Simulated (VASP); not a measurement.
# Sb (Fm-3m) in VASP: a series of runs, part 2 of 2

VASP 6.6.1.

## (4) Relaxation of cell and atoms, PBEsol, target pressure 20 GPa, at which the enthalpy is minimised

INCAR reads:

```
PREC = Accurate ; ENCUT = 600
EDIFF = 1E-6 ; ISMEAR = -1
SIGMA = 0.1 ; LREAL = F
LASPH = T ; NELM = 60
ALGO = Normal ; ISIF = 3
LWAVE = F ; LCHARG = F
GGA = PS ; IBRION = 2
NSW = 80 ; EDIFFG = -0.03
PSTRESS = 200.0
```

KPOINTS reads:

```
Automatic mesh
0
Gamma
  10 10 10
```

POSCAR reads:

```
Sb
1.0
    3.2597620000      0.0000000000      0.0000000000
    1.6298810000      2.8230367023      0.0000000000
    1.6298810000      0.9410122341      2.6615845276
Sb
1
Direct
    0.0000000000      0.0000000000      0.0000000000
```

On the command line:

```console
$ cat potpaw_PBE.64/Sb/POTCAR > POTCAR
$ mpirun -np 1 vasp_std > vasp.out
```

Wall time 28 s (1 thread of Intel Xeon 6975P-C (Granite Rapids), shared host); peak memory 0.16 GiB.

It converged, with:

| Quantity | Value |
| --- | --- |
| Free energy | -4.0715 eV |
| Relaxed volume | 21.57 Å³/atom |
| Relaxed cell | a = 3.125 Å, b = 3.125 Å, c = 3.125 Å, α = 60.00°, β = 60.00°, γ = 60.00° |
| Space group after relaxing (to 0.05 Å) | Fm-3m (No. 225) |
| Energy change on relaxing (the enthalpy is what falls) | +212.6 meV/atom |
| Ionic steps | 5 |
| Pressure after relaxing | 20.0 GPa |

Step by step:
```tsv
step	energy change (eV)	largest force (eV/Å)	pressure (GPa)	volume (Å³)
1	0.0000	0.0000	4.99	24.49
2	1.3779	0.0000	75.66	17.23
3	0.1881	0.0000	18.62	21.78
4	0.2058	0.0000	19.65	21.63
5	0.2126	0.0000	20.04	21.57
```

Final structure:
```
Sb
1.0
     3.12467    0.00000    0.00000
     1.56233    2.70604    0.00000
     1.56233    0.90201    2.55128
Sb
1
Direct
  0.00000 0.00000 0.00000
```

Levels at points of the mesh, in eV from the Fermi level:
```
           k point  band 1  band 2  band 3  band 4  band 5  band 6
(0.00, 0.00, 0.00)  -14.89    7.12    7.12    7.12   10.17   10.80
(0.50, 0.00, 0.00)   -9.77   -7.37    4.81    4.81    9.56    9.75
(0.50, 0.50, 0.00)   -7.44   -6.23    0.42    0.42    4.47    4.57
```

Caveat: the cell is relaxed towards a set pressure, so the enthalpy falls and the energy may rise; the PAW data sets were made with another functional, which shifts forces and pressure a little; spin-orbit coupling is left out, which moves the levels of the heavy elements.

## (5) Relaxation of cell and atoms, PBEsol, target pressure 30 GPa, at which the enthalpy is minimised

INCAR reads:

```
ALGO = Normal
EDIFF = 1E-6
EDIFFG = -0.03
ENCUT = 600
GGA = PS
IBRION = 2
ISIF = 3
ISMEAR = -1
LASPH = True
LCHARG = False
LREAL = False
LWAVE = False
NELM = 60
NSW = 80
PREC = Accurate
PSTRESS = 300.0
SIGMA = 0.1
```

KPOINTS reads:

```
k-points
0
Gamma
  10 10 10
```

POSCAR is that of step 4.

On the command line:

```console
$ cat potpaw_PBE.64/Sb/POTCAR > POTCAR
$ mpirun -np 1 vasp_std > vasp.out
```

It took 30 s on 1 thread of Intel Xeon 6975P-C (Granite Rapids), shared host; peak memory 0.17 GiB.

It converged, with:

```yaml
Free_energy: -3.8856 eV
Relaxed_volume: 20.37 Å³/atom
Relaxed_cell: a = 3.066 Å, b = 3.066 Å, c = 3.066 Å, α = 60.00°, β = 60.00°, γ = 60.00°
Space_group_after_relaxing_to_0.05_Å: Fm-3m (No. 225)
Energy_change_on_relaxing_the_enthalpy_is_what_falls: +398.4 meV/atom
Ionic_steps: 5
Pressure_after_relaxing: 30.0 GPa
```

Step by step:
| step | energy change (eV) | largest force (eV/Å) | pressure (GPa) | volume (Å³) |
| --- | --- | --- | --- | --- |
| 1 | 0.0000 | 0.0000 | 4.99 | 24.49 |
| 2 | 4.7467 | 0.0000 | 226.63 | 13.29 |
| 3 | 0.3025 | 0.0000 | 25.03 | 20.93 |
| 4 | 0.3581 | 0.0000 | 27.95 | 20.59 |
| 5 | 0.3984 | 0.0000 | 30.05 | 20.37 |

Final structure:
```cif
data_structure
_symmetry_space_group_name_H-M 'P 1'
_symmetry_Int_Tables_number 1
_cell_length_a 3.0656
_cell_length_b 3.0656
_cell_length_c 3.0656
_cell_angle_alpha 60.000
_cell_angle_beta 60.000
_cell_angle_gamma 60.000
_cell_volume 20.37
loop_
_atom_site_label
_atom_site_type_symbol
_atom_site_fract_x
_atom_site_fract_y
_atom_site_fract_z
_atom_site_occupancy
Sb1 Sb 0.00000 0.00000 0.00000 1
```

Levels at points of the mesh, in eV from the Fermi level:
| k point | band 1 | band 2 | band 3 | band 4 | band 5 | band 6 |
| --- | --- | --- | --- | --- | --- | --- |
| (0.00, 0.00, 0.00) | -15.47 | 7.63 | 7.63 | 7.63 | 10.10 | 11.03 |
| (0.50, 0.00, 0.00) | -9.95 | -7.82 | 5.15 | 5.15 | 9.50 | 9.94 |
| (0.50, 0.50, 0.00) | -7.42 | -6.60 | 0.42 | 0.42 | 4.58 | 4.62 |

Caveat: the cell is relaxed towards a set pressure, so the enthalpy falls and the energy may rise; the volume moved by over 15 % at a fixed basis, so the end points are rough; the PAW data sets were made with another functional, which shifts forces and pressure a little; spin-orbit coupling is left out, which moves the levels of the heavy elements.

## (6) Relaxation of cell and atoms, PBEsol, target pressure 40 GPa, at which the enthalpy is minimised

INCAR reads:

```
SYSTEM = Sb
ALGO = Normal
EDIFF = 1E-6
EDIFFG = -0.03
ENCUT = 600
GGA = PS
IBRION = 2
ISIF = 3
ISMEAR = -1
LASPH = .TRUE.
LCHARG = .FALSE.
LREAL = .FALSE.
LWAVE = .FALSE.
NELM = 80
NSW = 80
PREC = Accurate
PSTRESS = 400.0
SIGMA = 0.1
```

KPOINTS reads:

```
k-points
0
G
  10 10 10
  0 0 0
```

POSCAR is that of step 5.

Potentials or basis: VASP PAW PBE potentials, release 64 (Sb).

On the command line:

```console
$ cat potpaw_PBE.64/Sb/POTCAR > POTCAR
$ mpirun -np 1 vasp_std > vasp.out
```

Run time: 34 s. Hardware: 1 thread of Intel Xeon 6975P-C (Granite Rapids), shared host; peak memory 0.17 GiB.

The run converged. Its results:

| Quantity | Value |
| --- | --- |
| Free energy | -3.6800 eV |
| Relaxed volume | 19.43 Å³/atom |
| Relaxed cell | a = 3.018 Å, b = 3.018 Å, c = 3.018 Å, α = 60.00°, β = 60.00°, γ = 60.00° |
| Space group after relaxing (to 0.05 Å) | Fm-3m (No. 225) |
| Energy change on relaxing (the enthalpy is what falls) | +604.1 meV/atom |
| Ionic steps | 5 |
| Pressure after relaxing | 40.2 GPa |

The path:
```
step  energy change (eV)  largest force (eV/Å)  pressure (GPa)  volume (Å³)
   1              0.0000                0.0000            4.99        24.49
   2             12.7116                0.0000          625.72        10.00
   3              0.3768                0.0000           28.94        20.49
   4              0.4711                0.0000           33.72        20.01
   5              0.6041                0.0000           40.23        19.43
```

Final structure:
```yaml
crystal:
  lattice:
    - [3.01755, 0.00000, 0.00000]
    - [1.50877, 2.61327, 0.00000]
    - [1.50877, 0.87109, 2.46382]
  atoms:
    - { symbol: Sb, position: [0.00000, 0.00000, 0.00000] }
```

Levels at points of the mesh, in eV from the Fermi level:
| k point | band 1 | band 2 | band 3 | band 4 | band 5 | band 6 |
| --- | --- | --- | --- | --- | --- | --- |
| (0.00, 0.00, 0.00) | -15.97 | 8.07 | 8.07 | 8.07 | 10.04 | 11.23 |
| (0.50, 0.00, 0.00) | -10.11 | -8.20 | 5.44 | 5.44 | 9.44 | 10.09 |
| (0.50, 0.50, 0.00) | -7.40 | -6.92 | 0.42 | 0.42 | 4.59 | 4.76 |

Caveat: the cell is relaxed towards a set pressure, so the enthalpy falls and the energy may rise; the volume moved by over 15 % at a fixed basis, so the end points are rough; the PAW data sets were made with another functional, which shifts forces and pressure a little; spin-orbit coupling is left out, which moves the levels of the heavy elements.

## (7) Overview

| cell | gap on the mesh (eV) | pressure (GPa) |
| --- | --- | --- |
| relaxed | none | 0.0 |
| relaxed to 10 GPa | none | 9.9 |
| relaxed to 20 GPa | none | 20.0 |
| relaxed to 30 GPa | none | 30.0 |
| relaxed to 40 GPa | none | 40.2 |

Alike in all rows: task relaxation of cell and atoms; level PBEsol; potentials or basis VASP PAW PBE potentials, release 64 (Sb); no spin polarisation; k mesh 10 × 10 × 10; cutoff (eV) 600; smearing fermi-dirac 0.1 eV.

Caveats: the PAW data sets were made with another functional, which shifts forces and pressure a little; spin-orbit coupling is left out, which moves the levels of the heavy elements; the cell is relaxed towards a set pressure, so the enthalpy falls and the energy may rise (some runs); the volume moved by over 15 % at a fixed basis, so the end points are rough (some runs).

Total energies depend on the potentials used, so only differences within one code and one set of settings carry meaning.
